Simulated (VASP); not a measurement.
Crystal: YAl3N4.

```xyz
8
Lattice="3.4059 -4.8167 0.0000 3.4059 4.8167 0.0000 0.0000 0.0000 3.4059" Properties=species:S:1:pos:R:3 pbc="T T T"
Y     3.4059    0.0000    1.7030
Al    1.7030    2.4083    0.0000
Al    1.7030   -2.4083    0.0000
Al    0.0000    0.0000    1.7030
N     5.1089    0.0000    0.0000
N     1.7030    0.0000    0.0000
N     3.4059   -2.4083    1.7030
N     3.4059    2.4083    1.7030
```

```yaml
Program: VASP 6.6.1
Task: relaxation of cell and atoms
Functional: PBE
Potentials_or_basis: VASP PAW PBE potentials, release 64 (Y_sv, Al, N)
Cutoff: 600 eV
k_mesh: 4 × 4 × 6
Occupations: gaussian, width 0.1 eV
Spin: no spin polarisation
```

At the start: pressure -31.7 GPa; volume 13.97 Å³/atom.

Task: Where does the relaxation end?

Result: Over 8 steps the energy falls by 593.5 meV/atom and the volume is 10.13 Å³/atom (-27.5 %); space group Cmmm (No. 65, to 0.1 Å) before and after.

The path:
| step | energy change (eV) | largest force (eV/Å) | pressure (GPa) | volume (Å³) |
| --- | --- | --- | --- | --- |
| 1 | 0.0000 | 1.6036 | -31.74 | 111.75 |
| 2 | -3.5962 | 3.2211 | 31.96 | 72.70 |
| 3 | -4.2543 | 2.8652 | 3.00 | 81.05 |
| 4 | -4.6659 | 1.0065 | 4.72 | 79.23 |
| 5 | -4.7273 | 0.1366 | 3.62 | 79.70 |
| 6 | -4.7384 | 0.0447 | -2.74 | 82.10 |
| 7 | -4.7465 | 0.0787 | -0.30 | 81.14 |
| 8 | -4.7481 | 0.0308 | -0.05 | 81.05 |

Final structure:
```
Y Al N
1.0
     3.06681   -4.29608    0.00000
     3.06681    4.29608    0.00000
     0.00000    0.00000    3.07570
Y Al N
1 3 4
Cartesian
  3.0668 0.0000 1.5379
  1.5334 2.1480 0.0000
  4.6002 2.1480 0.0000
  3.0668 4.2961 1.5379
  4.7549 0.0000 3.0757
  1.3787 0.0000 0.0000
  3.0668 -2.2754 1.5379
  3.0668 2.2754 1.5379
```

Caveat: the volume moved by over 15 % at a fixed basis, so the end points are rough.
